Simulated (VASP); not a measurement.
Here is a VASP 6.6.1 calculation.

Contents of INCAR:

```
PREC = Accurate
ENCUT = 500
EDIFF = 1E-8
ISMEAR = 0
SIGMA = 0.01
LREAL = False
LASPH = True
NELM = 120
ALGO = Normal
ISIF = 2
LWAVE = False
LCHARG = True
GGA = CA
IBRION = 8
NSW = 1
LEPSILON = True
GGA_COMPAT = False
```

KPOINTS

```
regular mesh
0
Gamma
  8 8 8
```

POSCAR

```
CsCl
1.0
    3.3808162033      0.0000000000      0.0000000000
    0.0000000000      3.3808162033      0.0000000000
    0.0000000000      0.0000000000      3.3808162033
Cs Cl
1 1
Direct
    0.0000000000      0.0000000000      0.0000000000
    0.5000000000      0.5000000000      0.5000000000
```

Potentials or basis: VASP PAW LDA potentials, release 64 (Cs_sv, Cl).

Run with:

```console
$ cat potpaw_LDA.64/Cs_sv/POTCAR potpaw_LDA.64/Cl/POTCAR > POTCAR
$ mpirun -np 1 vasp_std > vasp.out
```

(1) Estimate the electronic dielectric tensor (diagonal).

(2) Estimate the Born charges (mean of the diagonal).

(3) Predict the highest phonon frequency at Γ, LO-TO splitting left out.

Results:

(1) 4.81.

(2) Cs +1.52; Cl -1.52 e.

(3) 291 cm⁻¹.

Caveat: the cell wasn't relaxed at this level first, which shifts response properties.
